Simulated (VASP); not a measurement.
# Rh (Fm-3m) in VASP: notebook

The runs below take Rh through single point, with LDA.

Everything below comes from runs of VASP 6.6.1. Logs are shortened: lines on timing, memory, paths and dates and some standing lists are left out, and cuts for length are marked.

## (1) The cell of the first run

Symmetry: Fm-3m, No. 225, cubic system. The conventional cell has a = 3.755 Å, b = 3.755 Å, c = 3.755 Å, α = 90.00°, β = 90.00°, γ = 90.00°. Rh (site symmetry m-3m) has 12 Rh at 2.66 Å within 3.5 Å.

## (2) Single point, LDA

File INCAR:

```
SYSTEM = Rh
ALGO     = Normal         ! electronic algorithm
EDIFF    = 1E-6           ! SCF threshold, eV
ENCUT    = 520            ! plane-wave cutoff, eV
ISIF     = 2              ! what is computed and relaxed
ISMEAR   = 1              ! smearing method
LASPH    = .True.         ! aspherical terms in the spheres
LCHARG   = .False.        ! write CHGCAR
LREAL    = .False.        ! projectors in reciprocal space
LWAVE    = .False.        ! write WAVECAR
NBANDS   = 14             ! bands
NELM     = 80             ! most SCF steps
PREC     = Accurate       ! precision mode
SIGMA    = 0.3            ! smearing width, eV
```

File KPOINTS:

```
k-points
0
Gamma
  14 14 14
  0 0 0
```

File POSCAR:

```
Rh
1.0
    0.0000000000      1.8776226225      1.8776226225
    1.8776226225      0.0000000000      1.8776226225
    1.8776226225      1.8776226225      0.0000000000
Rh
1
Direct
    0.0000000000      0.0000000000      0.0000000000
```

Potentials or basis: VASP PAW LDA potentials, release 64 (Rh_pv).

Started as:

```bash
cat potpaw_LDA.64/Rh_pv/POTCAR > POTCAR
mpirun -np 1 vasp_std > vasp.out
```

OUTCAR:

```text
SYSTEM = Rh
   EDIFF = 1E-6
   ENCUT = 520
   ISIF = 2
   ISMEAR = 1
   LASPH = .True.
   LREAL = .False.
   NELM = 80
   PREC = Accurate

 ion  position               nearest neighbor table
   1  0.000  0.000  0.000-

  LATTYP: Found a face centered cubic cell.
 ALAT       =     3.7552452450

  Lattice vectors:

 A1 = (   0.0000000000,   1.8776226225,   1.8776226225)
 A2 = (   1.8776226225,   0.0000000000,   1.8776226225)
 A3 = (   1.8776226225,   1.8776226225,   0.0000000000)

Analysis of symmetry for initial positions (statically):
=====================================================================
 Subroutine PRICEL returns:
 Original cell was already a primitive cell.

 Routine SETGRP: Setting up the symmetry group for a
 face centered cubic supercell.

 Subroutine GETGRP returns: Found 48 space group operations
[... 9 lines left out ...]

 Routine SETGRP: Setting up the symmetry group for a
 face centered cubic supercell.

 Subroutine GETGRP returns: Found 48 space group operations
[... 11 lines left out ...]
                                     Primitive cell

  volume of cell :      13.2390

  direct lattice vectors                    reciprocal lattice vectors
     0.000000000  1.877622622  1.877622622    -0.266294192  0.266294192  0.266294192
     1.877622622  0.000000000  1.877622622     0.266294192 -0.266294192  0.266294192
     1.877622622  1.877622622  0.000000000     0.266294192  0.266294192 -0.266294192

  length of vectors
     2.655359378  2.655359378  2.655359378     0.461235071  0.461235071  0.461235071

  position of ions in fractional coordinates (direct lattice)
     0.000000000  0.000000000  0.000000000

  ion indices of the primitive-cell ions
   primitive index   ion index
                 1           1

----------------------------------------------------------------------------------------

 KPOINTS: k-points

Automatic generation of k-mesh.
 Grid dimensions read from file:
 generate k-points for:   14   14   14

 Generating k-lattice:

  Cartesian coordinates                     Fractional coordinates (reciprocal lattice)
    -0.019021014  0.019021014  0.019021014     0.071428571  0.000000000  0.000000000
     0.019021014 -0.019021014  0.019021014     0.000000000  0.071428571  0.000000000
     0.019021014  0.019021014 -0.019021014     0.000000000  0.000000000  0.071428571

  Length of vectors
     0.032945362  0.032945362  0.032945362

  Shift w.r.t. Gamma in fractional coordinates (k-lattice)
     0.000000000  0.000000000  0.000000000

 Subroutine IBZKPT returns following result:
 ===========================================

 Found    104 irreducible k-points:

 Following reciprocal coordinates:
            Coordinates               Weight
  0.000000  0.000000  0.000000      1.000000
  0.071429  0.000000  0.000000      8.000000
  0.142857  0.000000  0.000000      8.000000
  0.214286  0.000000  0.000000      8.000000
  0.285714  0.000000  0.000000      8.000000
  0.357143  0.000000  0.000000      8.000000
[... 16 lines left out ...]
  0.214286  0.142857  0.000000     24.000000
  0.285714  0.142857  0.000000     24.000000
 [... further k-points ...]
   k-points           NKPTS =    104   k-points in BZ     NKDIM =    104   number of bands    NBANDS=     14
   number of dos      NEDOS =    301   number of ions     NIONS =      1
   total plane-waves  NPLWV =   8000
   dimension x,y,z NGX =    20 NGY =   20 NGZ =   20
   dimension x,y,z NGXF=    40 NGYF=   40 NGZF=   40
   ions per type =               1
   NGX,Y,Z   is equivalent  to a cutoff of  12.52, 12.52, 12.52 a.u.
   NGXF,Y,Z  is equivalent  to a cutoff of  25.04, 25.04, 25.04 a.u.
 SYSTEM =  Rh
   PREC   = accura    normal or accurate (medium, high low for compatibility)
   ISTART =      0    job   : 0-new  1-cont  2-samecut
   ICHARG =      2    charge: 1-file 2-atom 10-const
   ISPIN  =      1    spin polarized calculation?
   LNONCOLLINEAR =      F non collinear calculations
   LSORBIT =      F    spin-orbit coupling
   LASPH  =      T    aspherical Exc in radial PAW
   ENCUT  =  520.0 eV  38.22 Ry    6.18 a.u.   4.94  4.94  4.94*2*pi/ulx,y,z
   NELM   =     80;   NELMIN=  2; NELMDL= -5     # of ELM steps
   EDIFF  = 0.1E-05   stopping-criterion for ELM
   LREAL  =      F    real-space projection
   EDIFFG = 0.1E-04   stopping-criterion for IOM
   NSW    =      0    number of steps for IOM
   IBRION =     -1    ionic relax: 0-MD 1-quasi-New 2-CG
[... 8 lines left out ...]
   EMIN   =  10.00;   EMAX   =-10.00  energy-range for DOS
   EFERMI =   0.00;   METHOD = LEGACY
   ISMEAR =     1;   SIGMA  =   0.30  broadening in eV -4-tet -1-fermi 0-gaus
   EFERMI_NEDOS =   21; number of points for ismear=-14 and -15
   IALGO  =     38    algorithm
   IMIX   =      4    mixing-type and parameters
     AMIX     =   0.40;   BMIX     =  1.00
     AMIX_MAG =   1.60;   BMIX_MAG =  1.00
  volume/ion in A,a.u.               =      13.24        89.34
  Fermi-wavevector in a.u.,A,eV,Ry     =   1.706686  3.225169 39.630735  2.912777
  Thomas-Fermi vector in A             =   2.785677
   LORBIT       =      0    0 simple, 1 ext, 2 COOP (PROOUT), +10 PAW based schemes
   GGA     = CA    functional components
   LHFCALC =     F    Hartree Fock is set to
   AEXX    =    0.0000 exact exchange contribution
   IVDW    =     0    specifies the selected vdW correction
   LEPSILON=     F    determine dielectric tensor
   LRPA    =     F    only Hartree local field effects (RPA)
 non-spin polarized calculation
 Methfessel and Paxton  Order N= 1 SIGMA  =   0.30
  energy-cutoff  :      520.00
  volume of cell :       13.24
 maximum number of plane-waves:       368
   NGX =  9   NGY =  9   NGZ =  9

 number of electron      15.0000002 magnetization

 Free energy of the ion-electron system (eV)
  ---------------------------------------------------
  ext. energy  EPLUGINS =         0.00000000
  ---------------------------------------------------
  free energy    TOTEN  =        -8.68191855 eV

  energy without entropy =       -8.68868683  energy(sigma->0) =       -8.68417465

 E-fermi :  12.4256     XC(G=0): -14.5927

 val. band max:       12.4246861794   @ k =   0.4286   0.2857   0.0714
 cond. band min:      12.4688240398   @ k =   0.4286   0.3571   0.0714
 fundamental gap:      0.0441378604
 Fermi energy:        12.4255751067

 k-point     1 :       0.0000    0.0000    0.0000
  band No.  band energies     occupation
      1     -33.7997      2.00000
      2     -33.7997      2.00000
      3     -33.7997      2.00000
      4       4.1126      2.00000
      5       9.1307      2.00000
      6       9.1307      2.00000
      7       9.1307      2.00000
      8      11.3875      2.00001
      9      11.3875      2.00001
     10      28.3329      0.00000
     11      32.6821      0.00000
     12      33.9571      0.00000
     13      33.9571      0.00000
     14      33.9571      0.00000

 k-point     2 :       0.0714    0.0000    0.0000
  band No.  band energies     occupation
      1     -33.8434      2.00000
      2     -33.8055      2.00000
      3     -33.8055      2.00000
      4       4.3254      2.00000
      5       9.0348      2.00000
      6       9.2149      2.00000
      7       9.2149      2.00000
      8      11.3395      2.00000
      9      11.3395      2.00000
     10      28.6531      0.00000
     11      32.6774      0.00000
     12      32.8984      0.00000
     13      34.2792      0.00000
     14      34.2792      0.00000

 k-point     3 :       0.1429    0.0000    0.0000
  band No.  band energies     occupation
      1     -33.9650      2.00000
      2     -33.8218      2.00000
      3     -33.8218      2.00000
      4       4.9116      2.00000
      5       8.8312      2.00000
      6       9.4107      2.00000
      7       9.4107      2.00000
      8      11.2660      2.00000
      9      11.2660      2.00000
     10      29.4442      0.00000
     11      30.9084      0.00000
     12      32.6836      0.00000
     13      35.1960      0.00000
     14      35.1960      0.00000

 k-point     4 :       0.2143    0.0000    0.0000
  band No.  band energies     occupation
      1     -34.1382      2.00000
      2     -33.8453      2.00000
      3     -33.8453      2.00000
      4       5.6526      2.00000
      5       8.8018      2.00000
      6       9.5371      2.00000
      7       9.5371      2.00000
      8      11.3718      2.00001
      9      11.3718      2.00001
     10      28.8076      0.00000
     11      30.1191      0.00000
     12      32.6828      0.00000
     13      36.5438      0.00000
     14      36.5438      0.00000

 k-point     5 :       0.2857    0.0000    0.0000
  band No.  band energies     occupation
      1     -34.3272      2.00000
      2     -33.8713      2.00000
      3     -33.8713      2.00000
      4       6.0911      2.00000
      5       9.4373      2.00000
      6       9.4545      2.00000
      7       9.4545      2.00000
      8      11.7958      2.01146
      9      11.7958      2.01146
     10      26.6600      0.00000
     11      29.8049      0.00000
[... 276 lines left out ...]
 k-point    22 :       0.1429    0.1429    0.0000
  band No.  band energies     occupation
      1     -33.9598      2.00000
      2     -33.8589      2.00000
      3     -33.8589      2.00000
      4       5.1823      2.00000
      5       8.4266      2.00000
      6       9.7198      2.00000
      7       9.7198      2.00000
      8      10.6650      2.00000
      9      11.6694      2.00211
     10      29.9636      0.00000
     11      32.0594      0.00000
     12      32.6850      0.00000
     13      33.8838      0.00000
     14      33.8838      0.00000

 k-point    23 :       0.2143    0.1429    0.0000
  band No.  band energies     occupation
      1     -34.0723      2.00000
      2     -33.8883      2.00000
      3     -33.8813      2.00000
      4       5.7875      2.00000
      5       8.1371      2.00000
      6       9.8418      2.00000
      7       9.9934      2.00000
      8      10.6636      2.00000
      9      11.8316      2.01706
     10      30.6109      0.00000
     11      30.8782      0.00000
     12      32.6825      0.00000
     13      33.6969      0.00000
     14      34.2361      0.00000

 k-point    24 :       0.2857    0.1429    0.0000
  band No.  band energies     occupation
      1     -34.2269      2.00000
      2     -33.9175      2.00000
      3     -33.9084      2.00000
      4       6.4254      2.00000
      5       8.0629      2.00000
      6       9.5055      2.00000
      7      10.1014      2.00000
      8      11.4416      2.00004
      9      12.1581      2.01981
     10      28.6563      0.00000
     11      31.0234      0.00000
     12      32.6817      0.00000
     13      33.4539      0.00000
     14      34.6348      0.00000

 [... further k-points ...]
[... 5 lines left out ...]
  --------------------------------------------------------------------------------------
  -------------------------------------------------------------------------------------
  Total        0.0307797      0.0307797      0.0307797      0.0000000     -0.0000000      0.0000000
  in kB        3.7249479      3.7249479      3.7249479      0.0000000     -0.0000000      0.0000000
  external PRESSURE =       3.7249479 kB  Pullay stress =       0.0000000 kB

 VOLUME and BASIS-vectors are now :
 -----------------------------------------------------------------------------
  energy-cutoff  :      520.00
  volume of cell :       13.24
      direct lattice vectors                 reciprocal lattice vectors
     0.000000000  1.877622622  1.877622622    -0.266294192  0.266294192  0.266294192
     1.877622622  0.000000000  1.877622622     0.266294192 -0.266294192  0.266294192
     1.877622622  1.877622622  0.000000000     0.266294192  0.266294192 -0.266294192

 POSITION                                       TOTAL-FORCE (eV/Angst)
 -----------------------------------------------------------------------------------
      0.00000      0.00000      0.00000         0.000000     -0.000000     -0.000000
 -----------------------------------------------------------------------------------
    total drift:                                0.000000      0.000000      0.000000

  FREE ENERGIE OF THE ION-ELECTRON SYSTEM (eV)
  ---------------------------------------------------
  free  energy   TOTEN  =        -8.6819185546 eV

  energy  without entropy=       -8.6886868262  energy(sigma->0) =       -8.68417465
```

Wall time 8.4 s (1 thread of Intel Xeon Platinum 8488C (Sapphire Rapids), shared host); peak memory 0.13 GiB.

What came out:

| Item | Value |
| --- | --- |
| Free energy | -8.6819 eV |
| Pressure | 0.4 GPa |

(Part 1 of 2 ends here.)
